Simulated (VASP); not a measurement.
## BeI: single point with PBE

Crystal: BeI.

```
CELL_PARAMETERS angstrom
1.96256 1.13308 3.21970
-1.96256 1.13308 3.21970
0.00000 -2.26617 3.21970
ATOMIC_POSITIONS crystal
Be 0.50000 0.50000 0.50000
I 0.00000 0.00000 0.00000
```

```json
{
  "Program": "VASP 6.6.1",
  "Task": "single point",
  "Functional": "PBE",
  "Potentials or basis": "VASP PAW PBE potentials, release 64 (Be, I)",
  "Cutoff": "520 eV",
  "k mesh": "6 × 6 × 6",
  "Occupations": "gaussian, width 0.1 eV",
  "Spin": "no spin polarisation"
}
```

| Property | Result |
| --- | --- |
| Pressure | 0.4 GPa |

Levels at points of the mesh, in eV from the Fermi level:
| k point | band 2 | band 3 | band 4 | band 5 | band 6 | band 7 |
| --- | --- | --- | --- | --- | --- | --- |
| (0.00, 0.00, 0.00) | -3.29 | -3.24 | -3.24 | -0.53 | 4.27 | 4.27 |
| (0.50, 0.00, 0.00) | -8.11 | -3.45 | -3.44 | 0.61 | 1.02 | 1.05 |
| (0.50, 0.50, 0.00) | -7.49 | -5.18 | -5.14 | -2.45 | 1.79 | 5.98 |
| (0.50, 0.50, 0.50) | -8.12 | -3.42 | -3.42 | 0.65 | 1.07 | 1.07 |

It took 21 s on 1 thread of Intel(R) Xeon(R) Platinum 8488C (Sapphire Rapids), with other jobs on the host, peak memory 0.17 GiB.

Caveat: spin-orbit coupling is left out, which moves the levels of the heavy elements; an odd number of electrons without spin polarisation forces a metal; a magnetic or distorted state may lie lower.
